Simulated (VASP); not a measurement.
# Pb (I4_1/amd) in VASP: a series of runs, part 2 of 2

VASP 6.6.1. Earlier steps stand in the parts before.

**3. Single point, PBE (volume scaled by 0.4)**

File INCAR:

```
PREC     = Accurate       # precision mode
ENCUT    = 520            # plane-wave cutoff, eV
EDIFF    = 1E-6           # SCF threshold, eV
ISMEAR   = -1             # smearing method
SIGMA    = 0.05           # smearing width, eV
LREAL    = F              # projectors in reciprocal space
LASPH    = T              # aspherical terms in the spheres
NELM     = 80             # most SCF steps
ALGO     = Normal         # electronic algorithm
ISIF     = 2              # what is computed and relaxed
LWAVE    = F              # write WAVECAR
LCHARG   = F              # write CHGCAR
GGA      = PE             # functional
NBANDS   = 21             # bands
```

File KPOINTS:

```
Automatic mesh
0
Gamma
  14 14 14
```

File POSCAR:

```
Pb
1.0
   -2.3100256568      2.3100256568      1.2479431624
    2.3100256568     -2.3100256568      1.2479431624
    2.3100256568      2.3100256568     -1.2479431624
Pb
2
Direct
   -0.3750000000     -0.1250000000     -0.2500000000
    0.3750000000      0.1250000000      0.2500000000
```

Potentials or basis: VASP PAW PBE potentials, release 64 (Pb_d).

On the command line:

```bash
$ cat potpaw_PBE.64/Pb_d/POTCAR > POTCAR
$ mpirun -np 1 vasp_std > vasp.out
```

OUTCAR:

```text
PREC = Accurate
   ENCUT = 520
   EDIFF = 1E-6
   ISMEAR = -1
   LREAL = F
   LASPH = T
   NELM = 80
   ISIF = 2
   GGA = PE

 ion  position               nearest neighbor table
   1  0.625  0.875  0.750-   2 2.39   2 2.39   2 2.39   2 2.39   2 2.97   2 2.97   2 2.97   2 2.97
                             2 3.88   2 3.88
   2  0.375  0.125  0.250-   1 2.39   1 2.39   1 2.39   1 2.39   1 2.97   1 2.97   1 2.97   1 2.97
                             1 3.88   1 3.88

  LATTYP: Found a body centered tetragonal cell.
 ALAT       =     4.6200513136
 C/A-ratio  =     0.5402291350

  Lattice vectors:

 A1 = (  -2.3100256568,   2.3100256568,   1.2479431624)
 A2 = (   2.3100256568,  -2.3100256568,   1.2479431624)
 A3 = (   2.3100256568,   2.3100256568,  -1.2479431624)

Analysis of symmetry for initial positions (statically):
=====================================================================
 Subroutine PRICEL returns:
 Original cell was already a primitive cell.

 Routine SETGRP: Setting up the symmetry group for a
 body centered tetragonal supercell.

 Subroutine GETGRP returns: Found 16 space group operations
 (whereof  4 operations were pure point group operations)
 out of a pool of 16 trial point group operations.

The static configuration has the point symmetry C_2h.
 The point group associated with its full space group is D_4h.

Analysis of symmetry for dynamics (positions and initial velocities):
=====================================================================
 Subroutine PRICEL returns:
 Original cell was already a primitive cell.

 Routine SETGRP: Setting up the symmetry group for a
 body centered tetragonal supercell.

 Subroutine GETGRP returns: Found 16 space group operations
 (whereof  4 operations were pure point group operations)
 out of a pool of 16 trial point group operations.

[... 114 lines left out ...]
   EMIN   =  10.00;   EMAX   =-10.00  energy-range for DOS
   EFERMI =   0.00;   METHOD = LEGACY
   ISMEAR =    -1;   SIGMA  =   0.05  broadening in eV -4-tet -1-fermi 0-gaus
   EFERMI_NEDOS =   21; number of points for ismear=-14 and -15
   IALGO  =     38    algorithm
   IMIX   =      4    mixing-type and parameters
     AMIX     =   0.40;   BMIX     =  1.00
     AMIX_MAG =   1.60;   BMIX_MAG =  1.00
  volume/ion in A,a.u.               =      13.32        89.88
  Fermi-wavevector in a.u.,A,eV,Ry     =   1.664555  3.145552 37.698233  2.770742
  Thomas-Fermi vector in A             =   2.751078
   LORBIT       =      0    0 simple, 1 ext, 2 COOP (PROOUT), +10 PAW based schemes
   GGA     = PE    functional components
   LHFCALC =     F    Hartree Fock is set to
   AEXX    =    0.0000 exact exchange contribution
   IVDW    =     0    specifies the selected vdW correction
   LEPSILON=     F    determine dielectric tensor
   LRPA    =     F    only Hartree local field effects (RPA)
 non-spin polarized calculation
  energy-cutoff  :      520.00
  volume of cell :       26.64
 maximum number of plane-waves:       735
 NGX is ok and might be reduce to    28
   NGX = 13   NGY = 13   NGZ = 13

 number of electron      27.9999995 magnetization

 Free energy of the ion-electron system (eV)
  ---------------------------------------------------
  ext. energy  EPLUGINS =         0.00000000
  ---------------------------------------------------
  free energy    TOTEN  =         9.72452731 eV

  energy without entropy =        9.72876124  energy(sigma->0) =        9.72664427

 E-fermi :  22.8886     XC(G=0): -14.7913

 val. band max:       22.8791338596   @ k =   0.3571   0.3571   0.0000
 cond. band min:      22.8943374000   @ k =  -0.0714  -0.2857   0.0714
 fundamental gap:      0.0152035404
 Fermi energy:        22.8886148542

 k-point     1 :       0.0000    0.0000    0.0000
  band No.  band energies     occupation
      1      -0.6189      2.00000
      2      -0.2397      2.00000
      3       0.2431      2.00000
      4       0.3281      2.00000
      5       0.5526      2.00000
      6       2.8516      2.00000
[... 565 lines left out ...]
     20      32.6126      0.00000
     21      35.3856      0.00000

 [... further k-points ...]

------------------------ aborting loop because EDIFF is reached ----------------------------------------

  FORCE on cell =-STRESS in cart. coord.  units (eV):
  Direction    XX          YY          ZZ          XY          YZ          ZX
  --------------------------------------------------------------------------------------
  -------------------------------------------------------------------------------------
  Total       54.4416646     54.4416646     54.3659297      0.0000000     -0.0000000      0.0000000
  in kB     3274.5646876   3274.5646876   3270.0093727      0.0000000     -0.0000000      0.0000000
  external PRESSURE =    3273.0462493 kB  Pullay stress =       0.0000000 kB

 VOLUME and BASIS-vectors are now :
 -----------------------------------------------------------------------------
  energy-cutoff  :      520.00
  volume of cell :       26.64
      direct lattice vectors                 reciprocal lattice vectors
    -2.310025657  2.310025657  1.247943162     0.000000000  0.216447812  0.400659273
     2.310025657 -2.310025657  1.247943162     0.216447812  0.000000000  0.400659273
     2.310025657  2.310025657 -1.247943162     0.216447812  0.216447812  0.000000000

 POSITION                                       TOTAL-FORCE (eV/Angst)
 -----------------------------------------------------------------------------------
      2.31003      1.15501      0.93596         0.000000      0.000000     -0.000000
      0.00000      1.15501      0.31199        -0.000000     -0.000000      0.000000
 -----------------------------------------------------------------------------------
    total drift:                                0.000000      0.000000     -0.000000

  FREE ENERGIE OF THE ION-ELECTRON SYSTEM (eV)
  ---------------------------------------------------
  free  energy   TOTEN  =         9.7245273074 eV

  energy  without entropy=        9.7287612424  energy(sigma->0) =        9.72664427
```

OSZICAR:

```text
N       E                     dE             d eps       ncg     rms          rms(c)
DAV:   1     0.303611958782E+03    0.30361E+03   -0.14382E+04 10838   0.214E+03
DAV:   2     0.292144519218E+02   -0.27440E+03   -0.26759E+03 10443   0.460E+02
DAV:   3     0.960728804373E+01   -0.19607E+02   -0.19360E+02 11997   0.147E+02
DAV:   4     0.911687710442E+01   -0.49041E+00   -0.48957E+00 13168   0.232E+01
DAV:   5     0.910162658174E+01   -0.15251E-01   -0.15249E-01 14287   0.362E+00    0.463E+00
DAV:   6     0.950201956922E+01    0.40039E+00   -0.95119E-02 15682   0.692E+00    0.253E+00
DAV:   7     0.971915355051E+01    0.21713E+00   -0.10065E-01 17731   0.599E+00    0.223E-01
DAV:   8     0.972452850187E+01    0.53750E-02   -0.92385E-03 16163   0.141E+00    0.439E-02
DAV:   9     0.972451663136E+01   -0.11871E-04   -0.13232E-04 16641   0.190E-01    0.248E-02
DAV:  10     0.972452781125E+01    0.11180E-04   -0.98009E-06 14260   0.267E-02    0.228E-03
DAV:  11     0.972452730741E+01   -0.50384E-06   -0.22242E-07  8062   0.629E-03
   1 F= 0.97245273E+01 E0= 0.97266443E+01  d E =-.423393E-02
```

Wall time 73 s (1 thread of Intel Xeon 6975P-C (Granite Rapids), shared host); peak memory 0.24 GiB.

Results:

| Property | Result |
| --- | --- |
| Free energy | 9.7245 eV |
| Pressure | 327.3 GPa |
| Band gap on the k mesh | zero (band 14 reaches 25.58 eV, above the bottom of band 15 at 16.91 eV) |

Levels at points of the mesh, in eV from the Fermi level:
```
           k point  band 10  band 11  band 12  band 13  band 14  band 15  band 16  band 17  band 18  band 19
(0.00, 0.00, 0.00)   -18.86   -17.88    -6.02    -6.02    -2.51     3.31     7.22     7.22    12.43    12.67
(0.50, 0.00, 0.00)   -18.57   -11.43   -10.38    -4.97    -3.50    -2.07     2.80     3.08     8.20     8.52
(0.50, 0.50, 0.00)   -19.34   -16.99   -16.99     0.74     0.74     2.05     2.05     6.78     6.78    12.67
(0.50, 0.50, 0.50)   -19.84   -12.05   -12.05   -10.93   -10.93     7.58     7.58    11.00    11.00    12.38
```

Caveat: spin-orbit coupling is left out, which moves the levels of the heavy elements.
